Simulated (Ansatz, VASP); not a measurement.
## AlCu4 in VASP and in Ansatz

```xyz
20
Lattice="6.2461 0.0000 0.0000 0.0000 6.2461 0.0000 0.0000 0.0000 6.2461" Properties=species:S:1:pos:R:3 pbc="T T T"
Al    2.7469    5.8699    3.4991
Al    5.8699    3.4991    2.7469
Al    3.4991    2.7469    5.8699
Al    0.3761    0.3761    0.3761
Cu    5.0508    1.9278    1.1952
Cu    1.9278    1.1952    5.0508
Cu    1.1952    5.0508    1.9278
Cu    4.3183    4.3183    4.3183
Cu    0.2978    5.4676    4.3777
Cu    1.8684    3.4208    3.9015
Cu    2.3446    4.9914    5.9483
Cu    3.4208    3.9015    1.8684
Cu    4.9914    5.9483    2.3446
Cu    5.4676    4.3777    0.2978
Cu    5.9483    2.3446    4.9914
Cu    4.3777    0.2978    5.4676
Cu    3.9015    1.8684    3.4208
Cu    2.8253    0.7785    1.2546
Cu    1.2546    2.8253    0.7785
Cu    0.7785    1.2546    2.8253
```

Alike in both runs: functional r2SCAN; k mesh 6 × 6 × 6; occupations gaussian, width 0.1 eV; no spin polarisation.

Ansatz relaxed the structure, and its values are those at the end. VASP's run is a single point on that final structure, the one shown.

```csv
,VASP,Ansatz
version,VASP 6.6.1,Ansatz 0.2.0
potentials or method,"VASP PAW PBE potentials, release 64 (Al, Cu), cutoff 520 eV","scalar-relativistic, plane waves, PAW"
valence electrons in the cell,188,316
```

|  | VASP | Ansatz | Ansatz less VASP |
| --- | --- | --- | --- |
| gap on the k mesh at the Fermi level (eV) | none | none | - |
| pressure (GPa) | 0.3 | 0.0 | -0.27 |

VASP's potentials were made for PBE, not for r2SCAN. A gap of «none» marks a metal or a gap that the smearing closes. VASP's potentials hold 188 valence electrons a cell and Ansatz's 316, so a difference there can come from the potentials and not from the codes.
